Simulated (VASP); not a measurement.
Input of a VASP 6.6.1 run:

INCAR

```
PREC = Accurate
ENCUT = 520
EDIFF = 1E-7
ISMEAR = -1
SIGMA = 0.02
LREAL = False
LASPH = True
NELM = 100
ALGO = Normal
ISIF = 2
LWAVE = False
LCHARG = True
GGA = PE
LELF = True
LVHAR = True
NBANDS = 10
```

File KPOINTS:

```
Automatic mesh
0
Gamma
  15 15 15
```

POSCAR

```
Br
1.0
    2.6790609492      0.0000000000      0.0000000000
    0.0000000000      2.6790609492      0.0000000000
    0.0000000000      0.0000000000      2.6790609492
Br
1
Direct
    0.0000000000      0.0000000000      0.0000000000
```

Potentials or basis: VASP PAW PBE potentials, release 64 (Br).

The run is started by

```bash
$ cat potpaw_PBE.64/Br/POTCAR > POTCAR
$ mpirun -np 1 vasp_std > vasp.out
```

Problem. Estimate the pressure.

Solution. 40.0 GPa.

Problem. What does it give for the band gap on the k mesh?

Solution. Zero (an odd number of electrons rules out a gap without spin polarisation).

Caveat: the cell stands under pressure; an odd number of electrons without spin polarisation forces a metal; a magnetic or distorted state may lie lower.
